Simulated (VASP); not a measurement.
# AlO2 (Pmmm) in VASP: notebook

AlO2 is run at these levels: PBE; tasks: single point, relaxation of cell and atoms.

Everything below comes from runs of VASP 6.6.1. Logs are shortened: lines on timing, memory, paths and dates and some standing lists are left out, and cuts for length are marked.

**1. The cell of the first run**

Symmetry: Pmmm, No. 47, orthorhombic system. Conventional cell: a = 2.143 Å, b = 4.071 Å, c = 4.641 Å, α = 90.00°, β = 90.00°, γ = 90.00°. Al (site symmetry mmm) has 2 O at 1.57 Å within 2.1 Å. Within 2.0 Å of O (site symmetry mm2) lie 1 O at 1.51 Å and 1 Al at 1.57 Å.

**2. Single point, PBE**

File INCAR:

```
ALGO     = Normal         # electronic algorithm
EDIFF    = 1E-6           # SCF threshold, eV
ENCUT    = 520            # plane-wave cutoff, eV
GGA      = PE             # functional
ISIF     = 2              # what is computed and relaxed
ISMEAR   = 0              # smearing method
LASPH    = T              # aspherical terms in the spheres
LCHARG   = T              # write CHGCAR
LELF     = T              # ELF
LREAL    = F              # projectors in reciprocal space
LVHAR    = T            
LWAVE    = F              # write WAVECAR
NBANDS   = 14             # bands
NELM     = 60             # most SCF steps
PREC     = Accurate       # precision mode
SIGMA    = 0.1            # smearing width, eV
```

File KPOINTS:

```
k-points
0
Gamma
  8 4 4
```

File POSCAR:

```
AlO2
1.0
    2.1425932700      0.0000000000      0.0000000000
    0.0000000000      4.0714096200      0.0000000000
    0.0000000000      0.0000000000      4.6414253600
Al O
1 2
Direct
    0.5000000000      0.0000000000      0.5000000000
    0.5000000000      0.0000000000      0.8376513100
    0.5000000000      0.0000000000      0.1623486900
```

Potentials or basis: VASP PAW PBE potentials, release 64 (Al, O).

Command:

```bash
cat potpaw_PBE.64/Al/POTCAR potpaw_PBE.64/O/POTCAR > POTCAR
mpirun -np 1 vasp_std > vasp.out
```

OUTCAR:

```text
EDIFF = 1E-6
   ENCUT = 520
   GGA = PE
   ISIF = 2
   ISMEAR = 0
   LASPH = T
   LREAL = F
   NELM = 60
   PREC = Accurate

 ion  position               nearest neighbor table
   1  0.500  0.000  0.500-   2 1.57   3 1.57   2 2.65   3 2.65   2 2.65   3 2.65
   2  0.500  0.000  0.838-   3 1.51   1 1.57   1 2.65   1 2.65
   3  0.500  0.000  0.162-   2 1.51   1 1.57   1 2.65   1 2.65

  LATTYP: Found a simple orthorhombic cell.
 ALAT       =     2.1425932700
 B/A-ratio  =     1.9002251510
 C/A-ratio  =     2.1662652567

  Lattice vectors:

 A1 = (   2.1425932700,   0.0000000000,   0.0000000000)
 A2 = (   0.0000000000,   4.0714096200,   0.0000000000)
 A3 = (   0.0000000000,   0.0000000000,   4.6414253600)

Analysis of symmetry for initial positions (statically):
=====================================================================
 Subroutine PRICEL returns:
 Original cell was already a primitive cell.

 Routine SETGRP: Setting up the symmetry group for a
 simple orthorhombic supercell.

 Subroutine GETGRP returns: Found  8 space group operations
 (whereof  8 operations were pure point group operations)
 out of a pool of  8 trial point group operations.

The static configuration has the point symmetry D_2h.

Analysis of symmetry for dynamics (positions and initial velocities):
=====================================================================
 Subroutine PRICEL returns:
 Original cell was already a primitive cell.

 Routine SETGRP: Setting up the symmetry group for a
 simple orthorhombic supercell.

 Subroutine GETGRP returns: Found  8 space group operations
 (whereof  8 operations were pure point group operations)
 out of a pool of  8 trial point group operations.

The dynamic configuration has the point symmetry D_2h.

 Subroutine INISYM returns: Found  8 space group operations
 (whereof  8 operations are pure point group operations),
 and found     1 'primitive' translations

----------------------------------------------------------------------------------------

                                     Primitive cell

  volume of cell :      40.4889

  direct lattice vectors                    reciprocal lattice vectors
     2.142593270  0.000000000  0.000000000     0.466724139  0.000000000  0.000000000
     0.000000000  4.071409620  0.000000000     0.000000000  0.245615178  0.000000000
     0.000000000  0.000000000  4.641425360     0.000000000  0.000000000  0.215451057

  length of vectors
     2.142593270  4.071409620  4.641425360     0.466724139  0.245615178  0.215451057

  position of ions in fractional coordinates (direct lattice)
     0.500000000  0.000000000  0.500000000
     0.500000000  0.000000000  0.837651310
     0.500000000  0.000000000  0.162348690

  ion indices of the primitive-cell ions
   primitive index   ion index
                 1           1
                 2           2
                 3           3

----------------------------------------------------------------------------------------

 KPOINTS: k-points

Automatic generation of k-mesh.
 Grid dimensions read from file:
 generate k-points for:    8    4    4

 Generating k-lattice:

  Cartesian coordinates                     Fractional coordinates (reciprocal lattice)
     0.058340517  0.000000000  0.000000000     0.125000000  0.000000000  0.000000000
     0.000000000  0.061403795  0.000000000     0.000000000  0.250000000  0.000000000
     0.000000000  0.000000000  0.053862764     0.000000000  0.000000000  0.250000000

  Length of vectors
     0.058340517  0.061403795  0.053862764

  Shift w.r.t. Gamma in fractional coordinates (k-lattice)
     0.000000000  0.000000000  0.000000000

 Subroutine IBZKPT returns following result:
 ===========================================

 Found     45 irreducible k-points:

 Following reciprocal coordinates:
            Coordinates               Weight
  0.000000  0.000000  0.000000      1.000000
  0.125000  0.000000  0.000000      2.000000
  0.250000  0.000000  0.000000      2.000000
  0.375000  0.000000  0.000000      2.000000
[... 51 lines left out ...]
      5      -2.0568      2.00000
      6       0.8908      2.00000
      7       0.9770      2.00000
      8       2.7473      2.00000
      9       4.8315      0.00000
     10       7.9679      0.00000
     11       8.7896      0.00000
     12      13.6734      0.00000
     13      14.2987      0.00000
     14      19.0171      0.00000

 k-point     4 :       0.3750    0.0000    0.0000
  band No.  band energies     occupation
      1     -18.2013      2.00000
      2     -13.6040      2.00000
      3      -6.2203      2.00000
      4      -4.3724      2.00000
      5      -1.4554      2.00000
      6      -1.1483      2.00000
      7       1.4555      2.00000
      8       3.6196      0.00014
      9       5.3150      0.00000
     10       9.4617      0.00000
     11       9.5390      0.00000
     12      14.7216      0.00000
     13      15.4509      0.00000
     14      15.7932      0.00000

 k-point     5 :       0.5000    0.0000    0.0000
  band No.  band energies     occupation
      1     -17.7990      2.00000
      2     -13.2012      2.00000
      3      -5.6826      2.00000
      4      -5.4874      2.00000
      5      -2.0403      2.00000
      6      -1.0999      2.00000
      7       1.7074      2.00000
      8       4.0208      0.00000
      9       5.5366      0.00000
     10       9.6504      0.00000
     11      10.8691      0.00000
[... 276 lines left out ...]
 k-point    22 :       0.1250    0.2500    0.2500
  band No.  band energies     occupation
      1     -19.6110      2.00000
      2     -15.4147      2.00000
      3      -6.9958      2.00000
      4      -2.9979      2.00000
      5      -0.3270      2.00000
      6       0.3384      2.00000
      7       1.0796      2.00000
      8       3.3170      1.36729
      9       4.9851      0.00000
     10       6.4131      0.00000
     11      10.1563      0.00000
     12      11.9862      0.00000
     13      15.8564      0.00000
     14      17.0238      0.00000

 k-point    23 :       0.2500    0.2500    0.2500
  band No.  band energies     occupation
      1     -18.9307      2.00000
      2     -14.7104      2.00000
      3      -6.4047      2.00000
      4      -2.3128      2.00000
      5      -1.9296      2.00000
      6       0.1846      2.00000
      7       0.4766      2.00000
      8       2.4836      2.00000
      9       5.6518      0.00000
     10       6.9000      0.00000
     11      11.2515      0.00000
     12      12.6582      0.00000
     13      16.2591      0.00000
     14      17.3962      0.00000

 k-point    24 :       0.3750    0.2500    0.2500
  band No.  band energies     occupation
      1     -18.1165      2.00000
      2     -13.8534      2.00000
      3      -5.7365      2.00000
      4      -4.2222      2.00000
      5      -1.6319      2.00000
      6      -1.5145      2.00000
      7       1.1933      2.00000
      8       3.5519      0.00446
      9       5.8530      0.00000
     10       7.9663      0.00000
     11      11.7843      0.00000
     12      13.6716      0.00000
     13      14.9979      0.00000
     14      16.2931      0.00000

 [... further k-points ...]
[... 5 lines left out ...]
  --------------------------------------------------------------------------------------
  -------------------------------------------------------------------------------------
  Total       22.8065149     -0.2280777     16.5069447      0.0000000      0.0000000      0.0000000
  in kB      902.4717203     -9.0252131    653.1927774      0.0000000      0.0000000      0.0000000
  external PRESSURE =     515.5464282 kB  Pullay stress =       0.0000000 kB

 VOLUME and BASIS-vectors are now :
 -----------------------------------------------------------------------------
  energy-cutoff  :      520.00
  volume of cell :       40.49
      direct lattice vectors                 reciprocal lattice vectors
     2.142593270  0.000000000  0.000000000     0.466724139  0.000000000  0.000000000
     0.000000000  4.071409620  0.000000000     0.000000000  0.245615178  0.000000000
     0.000000000  0.000000000  4.641425360     0.000000000  0.000000000  0.215451057

 POSITION                                       TOTAL-FORCE (eV/Angst)
 -----------------------------------------------------------------------------------
      1.07130      0.00000      2.32071         0.000000     -0.000000      0.000000
      1.07130      0.00000      3.88790         0.000000      0.000000      6.097234
      1.07130      0.00000      0.75353         0.000000     -0.000000     -6.097234
 -----------------------------------------------------------------------------------
    total drift:                                0.000000      0.000000     -0.000000

  FREE ENERGIE OF THE ION-ELECTRON SYSTEM (eV)
  ---------------------------------------------------
  free  energy   TOTEN  =       -10.4828837922 eV

  energy  without entropy=      -10.4708942278  energy(sigma->0) =      -10.47688901
```

It took 13 s on 1 thread of Intel Xeon 6975P-C, shared host; peak memory 0.15 GiB.

Results:

| Property | Result |
| --- | --- |
| Free energy | -10.4829 eV |
| Pressure | 51.6 GPa |
| Largest force | 6.097 eV/Å |

Forces in eV/Å, atoms in the order of the input:
```
Al   0.000  0.000  0.000
O    0.000  0.000  6.097
O    0.000  0.000 -6.097
```

Caveat: the k points lie up to 0.39 Å⁻¹ apart; an odd number of electrons without spin polarisation forces a metal; a magnetic or distorted state may lie lower.

**3. Relaxation of cell and atoms, PBE**

File INCAR:

```
ALGO = Normal ; EDIFF = 1E-6
EDIFFG = -0.04 ; ENCUT = 600
GGA = PE ; IBRION = 2
ISIF = 3 ; ISMEAR = 0
LASPH = T ; LCHARG = F
LREAL = F ; LWAVE = F
NELM = 100 ; NSW = 90
PREC = Accurate ; SIGMA = 0.1
```

KPOINTS is that of step 2.

POSCAR is that of step 2.

Potentials or basis: VASP PAW PBE potentials, release 64 (Al, O).

Command:

```bash
cat potpaw_PBE.64/Al/POTCAR potpaw_PBE.64/O/POTCAR > POTCAR
mpirun -np 1 vasp_std > vasp.out
```

Wall time 6.9 min (1 thread of Intel Xeon 6975P-C, shared host); peak memory 0.18 GiB.

It converged, with:

```yaml
Free_energy: -13.9929 eV
Relaxed_volume: 14.53 Å³/atom
Relaxed_cell: a = 2.841 Å, b = 3.212 Å, c = 4.776 Å, α = 90.00°, β = 90.00°, γ = 90.00°
Space_group_after_relaxing_to_0.05_Å: Pmmm (No. 47)
Energy_gained_by_relaxing: 1168.1 meV/atom
Ionic_steps: 27
Pressure_after_relaxing: 0.1 GPa
Largest_force_after_relaxing: 0.031 eV/Å
```

Forces on the atoms (eV/Å):
```
Al   0.000  0.000  0.000
O    0.000  0.000  0.031
O    0.000  0.000 -0.031
```

Stress tensor (GPa, compression positive):
```
 0.38  0.00  0.00
 0.00 -0.23  0.00
 0.00  0.00  0.27
```

The path:
```
step  energy change (eV)  largest force (eV/Å)  pressure (GPa)  volume (Å³)
   1              0.0000                6.1062           51.40        40.49
   2             -1.1689               11.2712            0.10        69.66
   3             -3.0453                1.0911           -0.25        53.38
   4             -3.0499                0.9293            0.10        53.03
   5             -3.0519                0.7818            0.47        52.70
   6             -3.1736                0.0854           -1.94        53.31
   7             -3.3518                0.8764           -2.99        54.65
   8             -3.3348                1.3200            2.04        53.64
   9             -3.3797                0.9974           -1.04        54.20
  10             -3.4086                0.0379           -1.16        53.72
  11             -3.4086                0.0770           -1.14        53.71
  12             -3.4135                0.0859           -0.81        53.18
  13             -3.4192                0.0944            0.34        51.63
  14             -3.4236                0.0327           -0.08        51.30
  15             -3.4289                0.2662           -0.76        50.62
  16             -3.4276                0.6944           -1.99        49.26
  17             -3.4302                0.4176           -1.19        50.16
  18             -3.4319                0.4129           -1.23        50.03
  19             -3.4371                0.4056           -1.29        49.63
  20             -3.4476                0.4071           -1.41        48.84
  21             -3.4679                0.4266           -1.68        47.25
  22             -3.4941                0.4414           -1.63        44.03
  23             -3.5033                0.0962           -0.22        43.66
  24             -3.5033                0.1251           -0.13        43.64
  25             -3.5040                0.0510            0.06        43.59
  26             -3.5042                0.0295            0.28        43.54
  27             -3.5044                0.0314            0.14        43.58
```

Final structure:
```cif
data_structure
_symmetry_space_group_name_H-M 'P 1'
_symmetry_Int_Tables_number 1
_cell_length_a 2.8408
_cell_length_b 3.2121
_cell_length_c 4.7760
_cell_angle_alpha 90.000
_cell_angle_beta 90.000
_cell_angle_gamma 90.000
_cell_volume 43.58
loop_
_atom_site_label
_atom_site_type_symbol
_atom_site_fract_x
_atom_site_fract_y
_atom_site_fract_z
_atom_site_occupancy
Al1 Al 0.50000 0.00000 0.50000 1
O1 O 0.50000 0.00000 0.85692 1
O2 O 0.50000 0.00000 0.14308 1
```

Levels at points of the mesh, in eV from the Fermi level:
| k point | band 4 | band 5 | band 6 | band 7 | band 8 | band 9 | band 10 | band 11 |
| --- | --- | --- | --- | --- | --- | --- | --- | --- |
| (0.00, 0.00, 0.00) | -4.90 | -4.23 | -1.99 | -0.67 | -0.13 | 3.84 | 7.34 | 7.78 |
| (0.50, 0.00, 0.00) | -6.69 | -4.60 | -2.05 | -0.44 | 0.28 | 2.16 | 4.45 | 10.69 |
| (0.00, 0.50, 0.00) | -6.41 | -4.14 | -1.78 | -0.06 | 0.23 | 0.82 | 4.22 | 10.51 |
| (0.50, 0.50, 0.00) | -6.32 | -5.69 | -1.79 | -1.28 | 1.99 | 3.18 | 4.19 | 4.62 |
| (0.00, 0.00, 0.50) | -4.83 | -4.20 | -3.75 | -0.91 | -0.23 | 5.30 | 5.99 | 8.54 |
| (0.50, 0.00, 0.50) | -6.32 | -4.57 | -3.59 | -0.56 | 0.13 | 2.26 | 6.29 | 11.43 |
| (0.00, 0.50, 0.50) | -6.03 | -4.12 | -3.38 | -1.23 | -0.14 | 2.19 | 6.19 | 8.79 |
| (0.50, 0.50, 0.50) | -6.07 | -5.51 | -2.83 | -2.04 | 2.44 | 3.57 | 4.41 | 4.54 |

Caveat: the k points lie up to 0.49 Å⁻¹ apart in the final cell; an odd number of electrons without spin polarisation forces a metal; a magnetic or distorted state may lie lower.

**4. Single point, PBE, collinear spin, ferromagnetic start**

File INCAR:

```
ALGO = Normal ; EDIFF = 1E-7
ENCUT = 520 ; GGA = PE
ISIF = 2 ; ISMEAR = 0
ISPIN = 2 ; LASPH = T
LCHARG = F ; LORBIT = 11
LREAL = F ; LWAVE = F
MAGMOM = 0 1 1 ; NBANDS = 18
NELM = 150 ; PREC = Accurate
SIGMA = 0.1
```

KPOINTS is that of step 3.

POSCAR is that of step 3.

Command:

```bash
cat potpaw_PBE.64/Al/POTCAR potpaw_PBE.64/O/POTCAR > POTCAR
mpirun -np 1 vasp_std > vasp.out
```

Wall time 64 s (1 thread of Intel Xeon 6975P-C, shared host); peak memory 0.18 GiB.

Results (log left out):

```
Free energy                                           : -10.4829 eV
Pressure                                              : 51.6 GPa
Largest force                                         : 6.098 eV/Å
Net moment                                            : 0.00 μB per cell
Valence electrons inside the program's atomic spheres : Al 1.06; O 5.02
```

Forces on the atoms (eV/Å):
```
Al   0.000  0.000  0.000
O    0.000  0.000  6.098
O    0.000  0.000 -6.098
```

Stress tensor (GPa, compression positive):
```
90.25  0.00  0.00
 0.00 -0.90  0.00
 0.00  0.00 65.32
```

Levels at points of the mesh, in eV from the Fermi level:
Spin up:
| k point | band 5 | band 6 | band 7 | band 8 | band 9 | band 10 |
| --- | --- | --- | --- | --- | --- | --- |
| (0.00, 0.00, 0.00) | -3.17 | -2.00 | -1.37 | 0.88 | 0.89 | 3.25 |
| (0.50, 0.00, 0.00) | -5.39 | -4.45 | -1.64 | 0.67 | 2.19 | 6.30 |
| (0.00, 0.50, 0.00) | -3.45 | -1.37 | -0.69 | 0.24 | 0.88 | 0.91 |
| (0.50, 0.50, 0.00) | -5.37 | -4.64 | -1.74 | 0.99 | 2.19 | 5.14 |
| (0.00, 0.00, 0.50) | -4.58 | -3.94 | -1.41 | 0.93 | 2.10 | 4.42 |
| (0.50, 0.00, 0.50) | -6.35 | -4.39 | -1.79 | 1.06 | 2.21 | 7.04 |
| (0.00, 0.50, 0.50) | -4.82 | -3.93 | -1.41 | 0.93 | 1.64 | 3.40 |
| (0.50, 0.50, 0.50) | -6.28 | -4.53 | -2.00 | 1.18 | 2.54 | 5.49 |
Spin down:
| k point | band 3 | band 4 | band 5 | band 6 | band 7 | band 8 | band 9 | band 10 | band 11 | band 12 |
| --- | --- | --- | --- | --- | --- | --- | --- | --- | --- | --- |
| (0.00, 0.00, 0.00) | -11.35 | -6.48 | -3.17 | -2.00 | -1.37 | 0.88 | 0.89 | 3.25 | 4.39 | 8.50 |
| (0.50, 0.00, 0.00) | -9.03 | -8.84 | -5.39 | -4.45 | -1.64 | 0.67 | 2.19 | 6.30 | 7.52 | 10.32 |
| (0.00, 0.50, 0.00) | -11.26 | -7.07 | -3.45 | -1.37 | -0.69 | 0.24 | 0.88 | 0.91 | 8.51 | 9.85 |
| (0.50, 0.50, 0.00) | -9.01 | -8.79 | -5.37 | -4.64 | -1.74 | 0.99 | 2.19 | 5.14 | 7.12 | 9.37 |
| (0.00, 0.00, 0.50) | -9.72 | -6.17 | -4.58 | -3.94 | -1.41 | 0.93 | 2.10 | 4.42 | 5.05 | 6.16 |
| (0.50, 0.00, 0.50) | -8.46 | -8.26 | -6.35 | -4.39 | -1.79 | 1.06 | 2.21 | 7.04 | 7.76 | 10.87 |
| (0.00, 0.50, 0.50) | -9.70 | -6.53 | -4.82 | -3.93 | -1.41 | 0.93 | 1.64 | 3.40 | 7.36 | 11.61 |
| (0.50, 0.50, 0.50) | -8.43 | -8.25 | -6.28 | -4.53 | -2.00 | 1.18 | 2.54 | 5.49 | 7.69 | 10.07 |

Caveat: the k points lie up to 0.39 Å⁻¹ apart; forces of over 1 eV/Å act on the atoms, so gaps and moduli don't describe the material at rest.

**5. Summary**

```csv
task,spin,cell,cutoff (eV),gap on the mesh (eV),pressure (GPa),largest force (eV/Å)
single point,off,as given,520,none,51.6,6.10
relaxation of cell and atoms,off,relaxed,600,none,0.1,0.03
single point,"collinear, ferromagnetic start",as given,520,none,51.6,6.10
```

Alike in all rows: level PBE; potentials or basis VASP PAW PBE potentials, release 64 (Al, O); k mesh 8 × 4 × 4; smearing gaussian 0.1 eV.

Caveats: all runs use coarse meshes; an odd number of electrons without spin polarisation forces a metal (some runs); a magnetic or distorted state may lie lower (some runs); forces of over 1 eV/Å act on the atoms, so gaps and moduli don't describe the material at rest (some runs).

Absolute energies hang on the potentials; compare differences alone.
